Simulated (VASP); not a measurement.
Here is a VASP 6.6.1 calculation.

Contents of INCAR:

```
PREC = Accurate
ENCUT = 520
EDIFF = 1E-7
ISMEAR = -1
SIGMA = 0.1
LREAL = False
LASPH = True
NELM = 80
ALGO = Normal
ISIF = 2
LWAVE = False
LCHARG = True
GGA = PS
LELF = True
LVHAR = True
NBANDS = 28
```

File KPOINTS:

```
Automatic mesh
0
Gamma
  8 8 11
```

POSCAR

```
Sn
1.0
    5.2384296954      0.0000000000      0.0000000000
   -2.6192148477      4.5366131922      0.0000000000
    0.0000000000      0.0000000000      3.1912227591
Sn
3
Direct
    0.0000000000      1.0000000000      0.0000000000
    0.3333333333      0.6666666667      0.5000000000
    0.6666666667      0.3333333333      0.5000000000
```

Potentials or basis: VASP PAW PBE potentials, release 64 (Sn_d).

The run is started by

```bash
$ cat potpaw_PBE.64/Sn_d/POTCAR > POTCAR
$ mpirun -np 1 vasp_std > vasp.out
```

(1) Predict the band gap on the k mesh.

(2) What does it give for the pressure?

Answers

(1) zero (band 21 reaches 10.56 eV, above the bottom of band 22 at 6.15 eV).

(2) 2.9 GPa.

Caveat: the PAW data sets were made with another functional, which shifts forces and pressure a little; spin-orbit coupling is left out, which moves the levels of the heavy elements.
